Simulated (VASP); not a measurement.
# KF (Pm-3m) in VASP: density of states with revPBE+D3(BJ)

Aim: the density of states of KF with revPBE+D3(BJ).

Everything below comes from runs of VASP 6.6.1. Logs are shortened: lines on timing, memory, paths and dates and some standing lists are left out, and cuts for length are marked.

## Step 1: The cell of the first run

It takes space group Pm-3m (No. 221, cubic). The conventional cell has a = 3.259 Å, b = 3.259 Å, c = 3.259 Å, α = 90.00°, β = 90.00°, γ = 90.00°. K (site symmetry m-3m) has 8 F at 2.82 Å and 6 K at 3.26 Å within 3.7 Å. F (site symmetry m-3m) has 8 K at 2.82 Å and 6 F at 3.26 Å within 3.7 Å.

## Step 2: Density of states, revPBE+D3(BJ), collinear spin, ferromagnetic start

POSCAR reads:

```
KF
1.0
    3.2589550000      0.0000000000      0.0000000000
    0.0000000000      3.2589550000      0.0000000000
    0.0000000000      0.0000000000      3.2589550000
K F
1 1
Direct
    0.0000000000      0.0000000000      0.0000000000
    0.5000000000      0.5000000000      0.5000000000
```

INCAR.step1 reads:

```
ALGO = Normal ; EDIFF = 1E-6
ENCUT = 520 ; GGA = RE
ISIF = 2 ; ISMEAR = 0
ISPIN = 2 ; IVDW = 12
LASPH = T ; LCHARG = T
LREAL = F ; LWAVE = F
MAGMOM = 0.5 0 ; NBANDS = 19
NELM = 150 ; PREC = Accurate
SIGMA = 0.1
```

KPOINTS.step1 reads:

```
k-points
0
Gamma
  8 8 8
```

INCAR.step2 reads:

```
ALGO = Normal ; EDIFF = 1E-6
ENCUT = 520 ; GGA = RE
ICHARG = 11 ; ISIF = 2
ISMEAR = -5 ; ISPIN = 2
IVDW = 12 ; LASPH = T
LCHARG = F ; LORBIT = 10
LREAL = F ; LWAVE = F
MAGMOM = 0.5 0 ; NEDOS = 1001
NELM = 150 ; PREC = Accurate
SIGMA = 0.1
```

KPOINTS.step2 reads:

```
k-points
0
Gamma
  12 12 12
```

Potentials or basis: VASP PAW PBE potentials, release 64 (K_sv, F).

Started as:

```
$ cat potpaw_PBE.64/K_sv/POTCAR potpaw_PBE.64/F/POTCAR > POTCAR
$ cp INCAR.step1 INCAR
$ cp KPOINTS.step1 KPOINTS
$ mpirun -np 1 vasp_std > vasp.out
$ cp INCAR.step2 INCAR
$ cp KPOINTS.step2 KPOINTS
$ mpirun -np 1 vasp_std > vasp.out
```

OUTCAR:

```text
EDIFF = 1E-6
   ENCUT = 520
   GGA = RE
   ICHARG = 11
   ISIF = 2
   ISMEAR = -5
   ISPIN = 2
   IVDW = 12
   LASPH = T
   LORBIT = 10
   LREAL = F
   NELM = 150
   PREC = Accurate
 IVDW          = 12

 ion  position               nearest neighbor table
   1  0.000  0.000  0.000-   2 2.82   2 2.82   2 2.82   2 2.82   2 2.82   2 2.82   2 2.82   2 2.82

   2  0.500  0.500  0.500-   1 2.82   1 2.82   1 2.82   1 2.82   1 2.82   1 2.82   1 2.82   1 2.82

  LATTYP: Found a simple cubic cell.
 ALAT       =     3.2589550000

  Lattice vectors:

 A1 = (   3.2589550000,   0.0000000000,   0.0000000000)
 A2 = (   0.0000000000,   3.2589550000,   0.0000000000)
 A3 = (   0.0000000000,   0.0000000000,   3.2589550000)

Analysis of symmetry for initial positions (statically):
=====================================================================
 Subroutine PRICEL returns:
 Original cell was already a primitive cell.

 Routine SETGRP: Setting up the symmetry group for a
 simple cubic supercell.

 Subroutine GETGRP returns: Found 48 space group operations
 (whereof 48 operations were pure point group operations)
 out of a pool of 48 trial point group operations.

The static configuration has the point symmetry O_h .

Analysis of symmetry for dynamics (positions and initial velocities):
=====================================================================
 Subroutine PRICEL returns:
 Original cell was already a primitive cell.

 Routine SETGRP: Setting up the symmetry group for a
 simple cubic supercell.

 Subroutine GETGRP returns: Found 48 space group operations
 (whereof 48 operations were pure point group operations)
 out of a pool of 48 trial point group operations.

The dynamic configuration has the point symmetry O_h .

Analysis of structural, dynamic, and magnetic symmetry:
=====================================================================
 Subroutine PRICEL returns:
 Original cell was already a primitive cell.

 Routine SETGRP: Setting up the symmetry group for a
 simple cubic supercell.

 Subroutine GETGRP returns: Found 48 space group operations
 (whereof 48 operations were pure point group operations)
 out of a pool of 48 trial point group operations.

The overall configuration has the point symmetry O_h .

 Subroutine INISYM returns: Found 48 space group operations
 (whereof 48 operations are pure point group operations),
 and found     1 'primitive' translations

----------------------------------------------------------------------------------------

                                     Primitive cell

  volume of cell :      34.6127

  direct lattice vectors                    reciprocal lattice vectors
     3.258955000  0.000000000  0.000000000     0.306846827  0.000000000  0.000000000
     0.000000000  3.258955000  0.000000000     0.000000000  0.306846827  0.000000000
     0.000000000  0.000000000  3.258955000     0.000000000  0.000000000  0.306846827

  length of vectors
     3.258955000  3.258955000  3.258955000     0.306846827  0.306846827  0.306846827

  position of ions in fractional coordinates (direct lattice)
     0.000000000  0.000000000  0.000000000
     0.500000000  0.500000000  0.500000000

  ion indices of the primitive-cell ions
   primitive index   ion index
                 1           1
                 2           2

----------------------------------------------------------------------------------------

 KPOINTS: k-points

Automatic generation of k-mesh.
 Grid dimensions read from file:
 generate k-points for:   12   12   12

 Generating k-lattice:

  Cartesian coordinates                     Fractional coordinates (reciprocal lattice)
     0.025570569  0.000000000  0.000000000     0.083333333  0.000000000  0.000000000
     0.000000000  0.025570569  0.000000000     0.000000000  0.083333333  0.000000000
     0.000000000  0.000000000  0.025570569     0.000000000  0.000000000  0.083333333

  Length of vectors
     0.025570569  0.025570569  0.025570569

[... 38 lines left out ...]
   number of dos      NEDOS =   1001   number of ions     NIONS =      2
   total plane-waves  NPLWV =  13824
   dimension x,y,z NGX =    24 NGY =   24 NGZ =   24
   dimension x,y,z NGXF=    48 NGYF=   48 NGZF=   48
   ions per type =               1   1
   NGX,Y,Z   is equivalent  to a cutoff of  12.24, 12.24, 12.24 a.u.
   NGXF,Y,Z  is equivalent  to a cutoff of  24.49, 24.49, 24.49 a.u.
 SYSTEM =  unknown system
   PREC   = accura    normal or accurate (medium, high low for compatibility)
   ISTART =      0    job   : 0-new  1-cont  2-samecut
   ICHARG =     11    charge: 1-file 2-atom 10-const
   ISPIN  =      2    spin polarized calculation?
   LNONCOLLINEAR =      F non collinear calculations
   LSORBIT =      F    spin-orbit coupling
   LASPH  =      T    aspherical Exc in radial PAW
   ENCUT  =  520.0 eV  38.22 Ry    6.18 a.u.   6.06  6.06  6.06*2*pi/ulx,y,z
   NELM   =    150;   NELMIN=  2; NELMDL=  0     # of ELM steps
   EDIFF  = 0.1E-05   stopping-criterion for ELM
   LREAL  =      F    real-space projection
   EDIFFG = 0.1E-04   stopping-criterion for IOM
   NSW    =      0    number of steps for IOM
   IBRION =     -1    ionic relax: 0-MD 1-quasi-New 2-CG
   NFREE  =      0    steps in history (QN), initial steepest desc. (CG)
   ISIF   =      2    stress and relaxation
   ISYM   =      2    0-nonsym 1-usesym 2-fastsym
   POTIM  = 0.5000    time-step for ionic-motion
   TEBEG  =    0.0;   TEEND  =   0.0 temperature during run
   PSTRESS=    0.0 pullay stress
   NELECT =      16.0000    total number of electrons
   NUPDOWN=      -1.0000    fix difference up-down
   EMIN   =  10.00;   EMAX   =-10.00  energy-range for DOS
   EFERMI =   0.00;   METHOD = LEGACY
   ISMEAR =    -5;   SIGMA  =   0.10  broadening in eV -4-tet -1-fermi 0-gaus
   EFERMI_NEDOS =   21; number of points for ismear=-14 and -15
   IALGO  =     38    algorithm
   IMIX   =      4    mixing-type and parameters
     AMIX     =   0.40;   BMIX     =  1.00
     AMIX_MAG =   1.60;   BMIX_MAG =  1.00
  volume/ion in A,a.u.               =      17.31       116.79
  Fermi-wavevector in a.u.,A,eV,Ry     =   1.265814  2.392041 21.800402  1.602284
  Thomas-Fermi vector in A             =   2.399047
   LORBIT       =     10    0 simple, 1 ext, 2 COOP (PROOUT), +10 PAW based schemes
   GGA     = RE    functional components
   LHFCALC =     F    Hartree Fock is set to
   AEXX    =    0.0000 exact exchange contribution
   IVDW    =    12    specifies the selected vdW correction
   LEPSILON=     F    determine dielectric tensor
   LRPA    =     F    only Hartree local field effects (RPA)
 spin polarized calculation
 Fermi weights with tetrahedron method with Bloechl corrections
  energy-cutoff  :      520.00
  volume of cell :       34.61
 maximum number of plane-waves:       952

 number of electron      15.9999992 magnetization       0.0000059

 Free energy of the ion-electron system (eV)
  ---------------------------------------------------
  ext. energy  EPLUGINS =         0.00000000
  ---------------------------------------------------
  free energy    TOTEN  =        -7.65000310 eV

  energy without entropy =       -7.65000310  energy(sigma->0) =       -7.65000310

 E-fermi :  -1.8151     XC(G=0):  -8.6865

 val. band max:       -1.8554352858   @ k =   0.5000   0.5000   0.0000
 cond. band min:       4.6553669531   @ k =   0.0000   0.0000   0.0000
 fundamental gap:      6.5108022389
 Fermi energy:        -1.8150661125

 spin component 1

 k-point     1 :       0.0000    0.0000    0.0000
  band No.  band energies     occupation
      1     -29.0191      1.00000
      2     -20.8437      1.00000
      3     -12.0265      1.00000
      4     -12.0265      1.00000
      5     -12.0265      1.00000
      6      -1.9074      1.00000
      7      -1.9074      1.00000
      8      -1.9074      1.00000
      9       4.6554      0.00000
     10       6.5642      0.00000
     11       6.5642      0.00000
     12      11.9186      0.00000
[... 333 lines left out ...]
      1     -28.8300      1.00000
      2     -20.7910      1.00000
      3     -12.6987      1.00000
      4     -12.5635      1.00000
      5     -11.8689      1.00000
      6      -2.5792      1.00000
      7      -2.3651      1.00000
      8      -1.9020      1.00000
      9       7.1677      0.00000
     10       7.4331      0.00000
     11      10.2483      0.00000
     12      10.4396      0.00000

 [... further k-points ...]

 spin component 2

 k-point     1 :       0.0000    0.0000    0.0000
  band No.  band energies     occupation
      1     -29.0191      1.00000
      2     -20.8437      1.00000
      3     -12.0265      1.00000
      4     -12.0265      1.00000
      5     -12.0265      1.00000
      6      -1.9074      1.00000
      7      -1.9074      1.00000
      8      -1.9074      1.00000
      9       4.6554      0.00000
     10       6.5642      0.00000
     11       6.5642      0.00000
     12      11.9186      0.00000
[... 333 lines left out ...]
      1     -28.8300      1.00000
      2     -20.7910      1.00000
      3     -12.6987      1.00000
      4     -12.5635      1.00000
      5     -11.8689      1.00000
      6      -2.5792      1.00000
      7      -2.3651      1.00000
      8      -1.9020      1.00000
      9       7.1676      0.00000
     10       7.4331      0.00000
     11      10.2467      0.00000
     12      10.4231      0.00000

 [... further k-points ...]

------------------------ aborting loop because EDIFF is reached ----------------------------------------

 Edisp (eV)   -0.64879

 E8    (eV) :    -0.4668

  FORCE on cell =-STRESS in cart. coord.  units (eV):
  Direction    XX          YY          ZZ          XY          YZ          ZX
  --------------------------------------------------------------------------------------
  -------------------------------------------------------------------------------------
  Total      -0.05903    -0.05903    -0.05903    -0.00000    -0.00000    -0.00000
  in kB      -2.73256    -2.73256    -2.73256    -0.00000    -0.00000    -0.00000
  external pressure =       -2.73 kB  Pullay stress =        0.00 kB

 VOLUME and BASIS-vectors are now :
 -----------------------------------------------------------------------------
  energy-cutoff  :      520.00
  volume of cell :       34.61
      direct lattice vectors                 reciprocal lattice vectors
     3.258955000  0.000000000  0.000000000     0.306846827  0.000000000  0.000000000
     0.000000000  3.258955000  0.000000000     0.000000000  0.306846827  0.000000000
     0.000000000  0.000000000  3.258955000     0.000000000  0.000000000  0.306846827

 POSITION                                       TOTAL-FORCE (eV/Angst)
 -----------------------------------------------------------------------------------
      0.00000      0.00000      0.00000         0.000000      0.000000      0.000000
      1.62948      1.62948      1.62948         0.000000      0.000000      0.000000
 -----------------------------------------------------------------------------------
    total drift:                                0.000000      0.000000     -0.000000

  FREE ENERGIE OF THE ION-ELECTRON SYSTEM (eV)
  ---------------------------------------------------
  free  energy   TOTEN  =        -8.2987943731 eV

  energy  without entropy=       -8.2987943731  energy(sigma->0) =       -8.29879437

 total charge

# of ion       s       p       d       tot
------------------------------------------
    1        1.959   5.621   0.029   7.608
    2        1.733   4.358   0.000   6.091
--------------------------------------------------
tot          3.691   9.979   0.029  13.699

 magnetization (x)

# of ion       s       p       d       tot
------------------------------------------
    1        0.000  -0.000  -0.000  -0.000
    2        0.000   0.000   0.000   0.000
--------------------------------------------------
tot          0.000  -0.000  -0.000  -0.000
```

Run time: 52 s. Hardware: 1 thread of AMD EPYC 7R13 (Zen 3), shared host; peak memory 0.16 GiB.

What came out:

| Item | Value |
| --- | --- |
| Net moment | 0.00 μB per cell |
| Valence electrons inside the program's atomic spheres | K 7.61; F 6.09 |
| Dispersion energy per atom | -0.324 eV |

Levels at points of the mesh, in eV from the valence-band top:
Spin up:
```tsv
k point	band 5	band 6	band 7	band 8	band 9	band 10	band 11	band 12
(0.00, 0.00, 0.00)	-10.17	-0.05	-0.05	-0.05	6.51	8.42	8.42	13.77
(0.50, 0.00, 0.00)	-10.07	-1.18	-0.16	-0.16	9.38	9.53	11.09	12.42
(0.50, 0.50, 0.00)	-9.99	-0.61	-0.61	0.00	8.59	9.13	11.89	11.89
(0.50, 0.50, 0.50)	-10.73	-1.01	-1.01	-1.01	10.51	10.51	10.51	15.43
```
Spin down:
| k point | band 4 | band 5 | band 6 | band 7 | band 8 | band 9 | band 10 | band 11 | band 12 |
| --- | --- | --- | --- | --- | --- | --- | --- | --- | --- |
| (0.00, 0.00, 0.00) | -10.17 | -10.17 | -0.05 | -0.05 | -0.05 | 6.51 | 8.42 | 8.42 | 13.77 |
| (0.50, 0.00, 0.00) | -10.07 | -10.07 | -1.18 | -0.16 | -0.16 | 9.38 | 9.53 | 11.09 | 12.42 |
| (0.50, 0.50, 0.00) | -10.91 | -9.99 | -0.61 | -0.61 | 0.00 | 8.59 | 9.13 | 11.89 | 11.89 |
| (0.50, 0.50, 0.50) | -10.73 | -10.73 | -1.01 | -1.01 | -1.01 | 10.51 | 10.51 | 10.51 | 15.42 |

Caveat: the PAW data sets were made with another functional, which shifts forces and pressure a little.
